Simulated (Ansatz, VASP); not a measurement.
# WS2: VASP beside Ansatz

The input INCAR:

```
  PREC = Accurate
  ENCUT = 520
  EDIFF = 1E-6
  ISMEAR = -1
  SIGMA = 0.05
  LREAL = F
  LASPH = T
  NELM = 100
  ALGO = Normal
  ISIF = 2
  LWAVE = F
  LCHARG = T
  GGA = PE
  LELF = T
  LVHAR = T
  NBANDS = 20
```

KPOINTS

```
regular mesh
0
Gamma
  8 8 6
```

POSCAR

```
WS2
1.0
    3.1605844900     -1.9375011600      0.0000000000
    3.1605844900      1.9375011600      0.0000000000
   -0.0031116300      0.0000000000      4.4570869100
W S
1 2
Direct
    0.0000000000      0.0000000000      0.0000000000
    0.6879000000      0.6879000000      0.2889000000
    0.3121000000      0.3121000000      0.7111000000
```

input.yaml

```yaml
crystal:
  lattice:
    - [3.16058449, -1.93750116, 0.0]
    - [3.16058449, 1.93750116, 0.0]
    - [-0.00311163, 0.0, 4.45708691]
  atoms:
    - { symbol: W, position: [0.0, 0.0, 0.0] }
    - { symbol: S, position: [0.6879, 0.6879, 0.2889] }
    - { symbol: S, position: [0.3121, 0.3121, 0.7111] }
kpoints:
  mp_grid: { grid: [8, 8, 6] }
scf:
  occupations: { method: fermi_dirac, width: 0.05 }
hamiltonian:
  xc: pbe
  pseudopotentials: { kind: all_electron, lapw: { basis_error: 0.001 } }
output:
  forces: true
  stress: true
  eigenvalues: true
```

Alike in both runs: task single point; functional PBE; k mesh 8 × 8 × 6; occupations fermi-dirac, width 0.05 eV; no spin polarisation.

|  | VASP | Ansatz |
| --- | --- | --- |
| version | VASP 6.6.1 | Ansatz 0.2.0 |
| potentials or method | VASP PAW PBE potentials, release 64 (W_sv, S), cutoff 520 eV | all-electron LAPW, scalar-relativistic |

VASP gave:

- gap on the k mesh at the Fermi level (eV): none
- pressure (GPa): -5.4
- traceless stress, the component that is largest in VASP (GPa): 19.42
- rms of the force components (eV/Å): 0.710

Question: Which values does Ansatz return?

Answer: gap on the k mesh at the Fermi level (eV): none; pressure (GPa): -5.4; traceless stress, the component that is largest in VASP (GPa): 19.39; rms of the force components (eV/Å): 0.709.

Atom by atom the forces differ by 0.001 eV/Å (rms over components). A gap of «none» marks a metal or a gap that the smearing closes. Ansatz ran all-electron here, and VASP with PAW potentials.

Spin-orbit coupling is off throughout.
